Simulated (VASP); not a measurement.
# NbSi2 (P6_422) in VASP: single point with r2SCAN

Aim: the single point of NbSi2 with r2SCAN.

Program: VASP 6.6.1. These are calculated values, not measurements. Logs are shortened: lines on timing, memory, paths and dates and some standing lists are left out, and cuts for length are marked.

### Step 1. The cell of the first run

It takes space group P6_422 (No. 181, hexagonal). The conventional cell has a = 4.750 Å, b = 4.750 Å, c = 6.523 Å, α = 90.00°, β = 90.00°, γ = 120.00°. Within 3.4 Å of Nb (site symmetry 222) lie 10 Si at 2.59 to 2.81 Å and 4 Nb at 3.22 Å. Si (site symmetry 2) has 9 Si at 2.54 to 3.30 Å and 5 Nb at 2.59 to 2.81 Å within 3.4 Å.

### Step 2. Single point, r2SCAN

Input file POSCAR:

```
NbSi2
1.0
    4.7500244700      0.0000000000      0.0000000000
   -2.3750122400      4.1136432100      0.0000000000
    0.0000000000      0.0000000000      6.5234771700
Nb Si
3 6
Direct
    0.5000000000      0.0000000000      0.0000000000
    0.5000000000      0.5000000000      0.6666700000
    0.0000000000      0.5000000000      0.3333300000
    0.1589700000      0.3179400000      0.0000000000
    0.8410300000      0.1589700000      0.6666700000
    0.6820600000      0.8410300000      0.3333300000
    0.8410300000      0.6820600000      0.0000000000
    0.1589700000      0.8410300000      0.6666700000
    0.3179400000      0.1589700000      0.3333300000
```

Input file INCAR.step1:

```
SYSTEM = NbSi2
PREC = Accurate ; ENCUT = 520
ISMEAR = -1 ; SIGMA = 0.1
LREAL = .FALSE. ; LASPH = .TRUE.
NELM = 80 ; NBANDS = 42
GGA = PE ; ALGO = Normal
EDIFF = 1E-4 ; LWAVE = .TRUE.
LCHARG = .FALSE.
```

Input file INCAR.step2:

```
SYSTEM = NbSi2
PREC = Accurate ; ENCUT = 520
EDIFF = 1E-7 ; ISMEAR = -1
SIGMA = 0.1 ; LREAL = .FALSE.
LASPH = .TRUE. ; NELM = 80
ALGO = Normal ; ISIF = 2
LWAVE = .FALSE. ; LCHARG = .TRUE.
METAGGA = R2SCAN ; LMIXTAU = .TRUE.
LELF = .TRUE. ; LVHAR = .TRUE.
NBANDS = 42 ; ISTART = 1
```

Input file KPOINTS:

```
Automatic mesh
0
G
  8 8 5
  0 0 0
```

Potentials or basis: VASP PAW PBE potentials, release 64 (Nb_sv, Si).

Started as:

```
> cat potpaw_PBE.64/Nb_sv/POTCAR potpaw_PBE.64/Si/POTCAR > POTCAR
> cp INCAR.step1 INCAR
> mpirun -np 1 vasp_std > vasp.out
> cp INCAR.step2 INCAR
> mpirun -np 1 vasp_std > vasp.out
```

OUTCAR:

```text
SYSTEM = NbSi2
   PREC = Accurate
   ENCUT = 520
   EDIFF = 1E-7
   ISMEAR = -1
   LREAL = .FALSE.
   LASPH = .TRUE.
   NELM = 80
   ISIF = 2
   METAGGA = R2SCAN
   ISTART = 1

 ion  position               nearest neighbor table
   1  0.500  0.000  0.000-   5 2.59   8 2.59   6 2.59   9 2.59   4 2.71   7 2.71   7 2.71   4 2.71
                             4 2.81   7 2.81
   2  0.500  0.500  0.667-   4 2.59   7 2.59   6 2.59   9 2.59   8 2.71   5 2.71   8 2.71   5 2.71
                             8 2.81   5 2.81
   3  0.000  0.500  0.333-   4 2.59   7 2.59   5 2.59   8 2.59   6 2.71   9 2.71   9 2.71   6 2.71
                             6 2.81   9 2.81
   4  0.159  0.318  0.000-   5 2.54   9 2.54   2 2.59   3 2.59   7 2.62   1 2.71   1 2.71   1 2.81
                             7 2.81   7 2.81   6 3.14   8 3.14
   5  0.841  0.159  0.667-   4 2.54   6 2.54   1 2.59   3 2.59   8 2.62   2 2.71   2 2.71   2 2.81
                             8 2.81   8 2.81   7 3.14   9 3.14
   6  0.682  0.841  0.333-   7 2.54   5 2.54   1 2.59   2 2.59   9 2.62   3 2.71   3 2.71   3 2.81
                             9 2.81   9 2.81   4 3.14   8 3.14
   7  0.841  0.682  0.000-   8 2.54   6 2.54   2 2.59   3 2.59   4 2.62   1 2.71   1 2.71   1 2.81
                             4 2.81   4 2.81   9 3.14   5 3.14
   8  0.159  0.841  0.667-   7 2.54   9 2.54   1 2.59   3 2.59   5 2.62   2 2.71   2 2.71   2 2.81
                             5 2.81   5 2.81   4 3.14   6 3.14
   9  0.318  0.159  0.333-   4 2.54   8 2.54   1 2.59   2 2.59   6 2.62   3 2.71   3 2.71   3 2.81
                             6 2.81   6 2.81   7 3.14   5 3.14

  LATTYP: Found a hexagonal cell.
 ALAT       =     4.7500244700
 C/A-ratio  =     1.3733565398

  Lattice vectors:

 A1 = (   4.7500244700,   0.0000000000,   0.0000000000)
 A2 = (  -2.3750122400,   4.1136432100,   0.0000000000)
 A3 = (   0.0000000000,   0.0000000000,   6.5234771700)

Analysis of symmetry for initial positions (statically):
=====================================================================
 Subroutine PRICEL returns:
 Original cell was already a primitive cell.

 Routine SETGRP: Setting up the symmetry group for a
 hexagonal supercell.

 Subroutine GETGRP returns: Found  4 space group operations
 (whereof  4 operations were pure point group operations)
 out of a pool of 24 trial point group operations.

The static configuration has the point symmetry D_2 .

Analysis of symmetry for dynamics (positions and initial velocities):
=====================================================================
 Subroutine PRICEL returns:
 Original cell was already a primitive cell.

 Routine SETGRP: Setting up the symmetry group for a
 hexagonal supercell.

 Subroutine GETGRP returns: Found  4 space group operations
 (whereof  4 operations were pure point group operations)
 out of a pool of 24 trial point group operations.

The dynamic configuration has the point symmetry D_2 .

 Subroutine INISYM returns: Found  4 space group operations
 (whereof  4 operations are pure point group operations),
 and found     1 'primitive' translations

----------------------------------------------------------------------------------------

                                     Primitive cell

  volume of cell :     127.4681

  direct lattice vectors                    reciprocal lattice vectors
     4.750024470  0.000000000  0.000000000     0.210525231  0.121546759  0.000000000
    -2.375012240  4.113643210  0.000000000     0.000000000  0.243093518  0.000000000
     0.000000000  0.000000000  6.523477170     0.000000000  0.000000000  0.153292481

  length of vectors
     4.750024470  4.750025642  6.523477170     0.243093578  0.243093518  0.153292481

  position of ions in fractional coordinates (direct lattice)
     0.500000000  0.000000000  0.000000000
     0.500000000  0.500000000  0.666670000
     0.000000000  0.500000000  0.333330000
     0.158970000  0.317940000  0.000000000
     0.841030000  0.158970000  0.666670000
     0.682060000  0.841030000  0.333330000
     0.841030000  0.682060000  0.000000000
     0.158970000  0.841030000  0.666670000
     0.317940000  0.158970000  0.333330000

  ion indices of the primitive-cell ions
   primitive index   ion index
                 1           1
                 2           2
                 3           3
                 4           4
                 5           5
                 6           6
                 7           7
                 8           8
                 9           9

----------------------------------------------------------------------------------------

 KPOINTS: Automatic mesh

Automatic generation of k-mesh.
 Grid dimensions read from file:
 generate k-points for:    8    8    5

 Generating k-lattice:

  Cartesian coordinates                     Fractional coordinates (reciprocal lattice)
     0.026315654  0.015193345  0.000000000     0.125000000  0.000000000  0.000000000
     0.000000000  0.030386690  0.000000000     0.000000000  0.125000000  0.000000000
     0.000000000  0.000000000  0.030658496     0.000000000  0.000000000  0.200000000

  Length of vectors
     0.030386697  0.030386690  0.030658496

  Shift w.r.t. Gamma in fractional coordinates (k-lattice)
     0.000000000  0.000000000  0.000000000

 Subroutine IBZKPT returns following result:
 ===========================================

 Found     63 irreducible k-points:

 Following reciprocal coordinates:
            Coordinates               Weight
  0.000000  0.000000  0.000000      1.000000
  0.125000 -0.000000  0.000000      4.000000
  0.000000  0.125000  0.000000      2.000000
  0.250000 -0.000000  0.000000      4.000000
  0.000000  0.250000  0.000000      2.000000
  0.375000  0.000000  0.000000      4.000000
[... 16 lines left out ...]
  0.125000 -0.000000  0.200000      8.000000
  0.000000  0.125000  0.200000      4.000000
 [... further k-points ...]
   k-points           NKPTS =     63   k-points in BZ     NKDIM =     63   number of bands    NBANDS=     42
   number of dos      NEDOS =    301   number of ions     NIONS =      9
   total plane-waves  NPLWV =  64800
   dimension x,y,z NGX =    36 NGY =   36 NGZ =   50
   dimension x,y,z NGXF=    72 NGYF=   72 NGZF=  100
   ions per type =               3   6
   NGX,Y,Z   is equivalent  to a cutoff of  12.60, 12.60, 12.74 a.u.
   NGXF,Y,Z  is equivalent  to a cutoff of  25.20, 25.20, 25.48 a.u.
 SYSTEM =  NbSi2
   PREC   = accura    normal or accurate (medium, high low for compatibility)
   ISTART =      1    job   : 0-new  1-cont  2-samecut
   ICHARG =      0    charge: 1-file 2-atom 10-const
   ISPIN  =      1    spin polarized calculation?
   LNONCOLLINEAR =      F non collinear calculations
   LSORBIT =      F    spin-orbit coupling
   LASPH  =      T    aspherical Exc in radial PAW
   ENCUT  =  520.0 eV  38.22 Ry    6.18 a.u.   8.83  8.83 12.13*2*pi/ulx,y,z
   NELM   =     80;   NELMIN=  2; NELMDL=  0     # of ELM steps
   EDIFF  = 0.1E-06   stopping-criterion for ELM
   LREAL  =      F    real-space projection
   EDIFFG = 0.1E-05   stopping-criterion for IOM
   NSW    =      0    number of steps for IOM
   IBRION =     -1    ionic relax: 0-MD 1-quasi-New 2-CG
   NFREE  =      0    steps in history (QN), initial steepest desc. (CG)
   ISIF   =      2    stress and relaxation
   ISYM   =      2    0-nonsym 1-usesym 2-fastsym
   POTIM  = 0.5000    time-step for ionic-motion
   TEBEG  =    0.0;   TEEND  =   0.0 temperature during run
   PSTRESS=    0.0 pullay stress
   NELECT =      63.0000    total number of electrons
   NUPDOWN=      -1.0000    fix difference up-down
   EMIN   =  10.00;   EMAX   =-10.00  energy-range for DOS
   EFERMI =   0.00;   METHOD = LEGACY
   ISMEAR =    -1;   SIGMA  =   0.10  broadening in eV -4-tet -1-fermi 0-gaus
   EFERMI_NEDOS =   21; number of points for ismear=-14 and -15
   IALGO  =     38    algorithm
   IMIX   =      4    mixing-type and parameters
     AMIX     =   0.40;   BMIX     =  1.00
     AMIX_MAG =   1.60;   BMIX_MAG =  1.00
  volume/ion in A,a.u.               =      14.16        95.58
  Fermi-wavevector in a.u.,A,eV,Ry     =   1.294358  2.445982 22.794699  1.675363
  Thomas-Fermi vector in A             =   2.425946
   LORBIT       =      0    0 simple, 1 ext, 2 COOP (PROOUT), +10 PAW based schemes
   METAGGA = R2SCAN    functional components
   LHFCALC =     F    Hartree Fock is set to
   AEXX    =    0.0000 exact exchange contribution
   IVDW    =     0    specifies the selected vdW correction
   LEPSILON=     F    determine dielectric tensor
   LRPA    =     F    only Hartree local field effects (RPA)
 non-spin polarized calculation
  energy-cutoff  :      520.00
  volume of cell :      127.47
 maximum number of plane-waves:      3451
   NGX = 17   NGY = 17   NGZ = 25

 number of electron      62.9999997 magnetization

 Free energy of the ion-electron system (eV)
  ---------------------------------------------------
  ext. energy  EPLUGINS =         0.00000000
  ---------------------------------------------------
  free energy    TOTEN  =      -131.95991866 eV

  energy without entropy =     -131.87066956  energy(sigma->0) =     -131.91529411

 E-fermi :  11.8501     XC(G=0): -13.0496

 val. band max:       11.8411119171   @ k =   0.0000   0.5000   0.0000
 cond. band min:      11.9280099475   @ k =   0.3750   0.2500   0.2000
 fundamental gap:      0.0868980304
 Fermi energy:        11.8501016021

 k-point     1 :       0.0000    0.0000    0.0000
  band No.  band energies     occupation
      1     -44.5083      2.00000
      2     -44.4609      2.00000
      3     -44.4608      2.00000
      4     -20.0896      2.00000
      5     -20.0896      2.00000
      6     -20.0743      2.00000
[... 34 lines left out ...]
     41      16.1891      0.00000
     42      16.1893      0.00000

 k-point     2 :       0.1250   -0.0000    0.0000
  band No.  band energies     occupation
      1     -44.5066      2.00000
      2     -44.4624      2.00000
      3     -44.4608      2.00000
      4     -20.1158      2.00000
      5     -20.0951      2.00000
      6     -20.0513      2.00000
[... 979 lines left out ...]
     41      16.1055      0.00000
     42      16.4984      0.00000

 k-point    24 :       0.0000    0.1250    0.2000
  band No.  band energies     occupation
      1     -44.5040      2.00000
      2     -44.4734      2.00000
      3     -44.4524      2.00000
      4     -20.1344      2.00000
      5     -20.0842      2.00000
      6     -20.0342      2.00000
[... 34 lines left out ...]
     41      16.1051      0.00000
     42      16.4929      0.00000

 [... further k-points ...]
[... 5 lines left out ...]
  --------------------------------------------------------------------------------------
  -------------------------------------------------------------------------------------
  Total        3.9126488      3.9116718      4.5794071     -0.0000000      0.0000000      0.0000000
  in kB       49.1790161     49.1667358     57.5596599     -0.0000001      0.0000000      0.0000000
  external PRESSURE =      51.9684706 kB  Pullay stress =       0.0000000 kB

 VOLUME and BASIS-vectors are now :
 -----------------------------------------------------------------------------
  energy-cutoff  :      520.00
  volume of cell :      127.47
      direct lattice vectors                 reciprocal lattice vectors
     4.750024470  0.000000000  0.000000000     0.210525231  0.121546759  0.000000000
    -2.375012240  4.113643210  0.000000000     0.000000000  0.243093518  0.000000000
     0.000000000  0.000000000  6.523477170     0.000000000  0.000000000  0.153292481

 POSITION                                       TOTAL-FORCE (eV/Angst)
 -----------------------------------------------------------------------------------
      2.37501      0.00000      0.00000         0.000000     -0.000000      0.000000
      1.18751      2.05682      4.34901         0.000000     -0.000000     -0.000525
     -1.18751      2.05682      2.17447         0.000000     -0.000000      0.000525
     -0.00000      1.30789      0.00000         0.000000     -0.029075      0.000000
      3.61736      0.65395      4.34901         0.025221     -0.014437     -0.000579
      1.24235      3.45970      2.17447         0.025221      0.014437      0.000579
      2.37501      2.80575      0.00000        -0.000000      0.029075      0.000000
     -1.24235      3.45970      4.34901        -0.025221      0.014437     -0.000579
      1.13267      0.65395      2.17447        -0.025221     -0.014437      0.000579
 -----------------------------------------------------------------------------------
    total drift:                                0.000000     -0.000000     -0.000000

  FREE ENERGIE OF THE ION-ELECTRON SYSTEM (eV)
  ---------------------------------------------------
  free  energy   TOTEN  =      -131.9599186551 eV

  energy  without entropy=     -131.8706695573  energy(sigma->0) =     -131.91529411
```

Wall time 18 min (1 thread of Intel Xeon 8259CL, shared host); peak memory 0.4 GiB.

Results:

```
Free energy            : -131.9599 eV
Pressure               : 5.2 GPa
Largest force          : 0.029 eV/Å
Band gap on the k mesh : zero (an odd number of electrons rules out a gap without spin polarisation)
```

Forces on the atoms (eV/Å):
```
Nb   0.000  0.000  0.000
Nb   0.000  0.000 -0.001
Nb   0.000  0.000  0.001
Si   0.000 -0.029  0.000
Si   0.025 -0.014 -0.001
Si   0.025  0.014  0.001
Si   0.000  0.029  0.000
Si  -0.025  0.014 -0.001
Si  -0.025 -0.014  0.001
```

Stress tensor (GPa, compression positive):
```
4.92 0.00 0.00
0.00 4.92 0.00
0.00 0.00 5.76
```

Caveat: the cell stands under pressure; the PAW data sets were made with another functional, which shifts forces and pressure a little; an odd number of electrons without spin polarisation forces a metal; a magnetic or distorted state may lie lower.

The gap in the log of VASP goes by the Fermi energy; the results here count the filled bands.